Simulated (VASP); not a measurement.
**MoW14 (a cell with a defect): single point with PBEsol**

MoW14 (a cell with a defect):

```
Mo W
1.0
     6.32000    0.00000    0.00000
     0.00000    6.32000    0.00000
     0.00000    0.00000    6.32000
Mo W
1 14
Cartesian
  -1.1771 1.1839 1.1766
  3.1155 -0.0381 -0.0361
  0.0391 3.2068 -0.0354
  0.0386 -0.0371 3.2052
  1.6124 1.5986 1.6039
  3.1725 3.1485 -0.0032
  3.1727 -0.0038 3.1502
  0.0058 3.1486 3.1506
  1.5644 4.7574 1.5871
  1.5600 1.5819 4.7631
  3.1870 3.1354 3.1366
  4.7238 4.7125 1.6004
  4.7194 1.5994 4.7111
  1.5626 4.7562 4.7605
  4.7374 4.7586 4.7601
```

| Item | Value |
| --- | --- |
| Program | VASP 6.6.1 |
| Task | single point |
| Functional | PBEsol |
| Potentials or basis | VASP PAW PBE potentials, release 64 (Mo_sv, W_sv) |
| Cutoff | 520 eV |
| k mesh | 3 × 3 × 3 |
| Occupations | gaussian, width 0.05 eV |
| Spin | no spin polarisation |

```yaml
Pressure: -7.8 GPa
Largest_force: 1.958 eV/Å
Band_gap_on_the_k_mesh: zero (bands 105 and 106 overlap by 0.23 eV)
```

Forces in eV/Å, atoms in the order of the input:
```
Mo  -1.135  1.108  1.148
W    0.162 -0.110 -0.105
W    0.110 -0.160 -0.113
W    0.114 -0.120 -0.144
W    0.067 -0.081 -0.112
W    0.089 -0.087 -0.040
W    0.083 -0.059 -0.076
W    0.049 -0.087 -0.084
W    0.143 -0.139  0.013
W    0.160  0.035 -0.166
W    0.036 -0.045 -0.040
W    0.074 -0.095 -0.083
W    0.107 -0.085 -0.075
W   -0.037  0.067  0.030
W   -0.025 -0.142 -0.154
```

Stress tensor (GPa, compression positive):
```
-7.79  1.80  1.84
 1.80 -7.75 -1.81
 1.84 -1.81 -7.80
```

Levels at points of the mesh, in eV from the Fermi level:
| k point | band 102 | band 103 | band 104 | band 105 | band 106 | band 107 | band 108 | band 109 |
| --- | --- | --- | --- | --- | --- | --- | --- | --- |
| (0.00, 0.00, 0.00) | -0.23 | -0.01 | 0.06 | 0.06 | 0.84 | 0.85 | 1.17 | 1.18 |

It took 11 min on 1 thread of Intel(R) Xeon(R) Platinum 8488C (Sapphire Rapids), with other jobs on the host, peak memory 0.48 GiB.

Caveat: the PAW data sets were made with another functional, which shifts forces and pressure a little; spin-orbit coupling is left out, which moves the levels of the heavy elements.
